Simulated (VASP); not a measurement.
**Si3Ge: single point with PBE**

The system is Si3Ge.

```
Si Ge
1.0
     2.65079    0.00000    0.00000
    -1.32540    2.29565    0.00000
     0.00000    0.00000   10.91460
Si Ge
3 1
Cartesian
  0.0000 1.5304 8.3190
  0.0000 1.5304 2.5956
  1.3254 0.7652 0.0000
  1.3254 0.7652 5.4573
```

```
Program                : VASP 6.6.1
Task                   : single point
Functional             : PBE
Potentials or basis    : VASP PAW PBE potentials, release 64 (Si, Ge_d)
Cutoff                 : 500 eV
k mesh                 : 6 × 6 × 2
Occupations            : gaussian, width 0.1 eV
Spin                   : no spin polarisation
Dipole correction      : no
Further INCAR settings : ALGO = Normal; EDIFF = 1e-06; NBANDS = 21
```

The pressure is 0.0 GPa. The band gap on the k mesh is zero (bands 13 and 14 overlap by 7.69 eV).

Stress tensor (GPa, compression positive):
```
-0.01  0.00  0.00
 0.00 -0.01  0.00
 0.00  0.00  0.08
```

Levels at points of the mesh, in eV from the Fermi level:
```
           k point  band 11  band 12  band 13  band 14  band 15  band 16
(0.00, 0.00, 0.00)    -2.24    -2.09     4.49     7.19    10.68    10.68
(0.50, 0.00, 0.00)    -5.36    -3.52    -3.31    -0.62     0.84     3.28
(0.00, 0.00, 0.50)    -4.98     1.06     1.84    10.02    10.71    10.71
(0.50, 0.00, 0.50)    -4.54    -4.03    -4.00     0.67     1.17     1.78
```

Run time: 26 s on 1 thread of Intel(R) Xeon(R) Platinum 8375C CPU @ 2.90GHz (Ice Lake) (shared host), peak memory 0.17 GiB.

Caveat: the k points lie up to 0.46 Å⁻¹ apart, too coarse for converged energies and pressures of a metal.
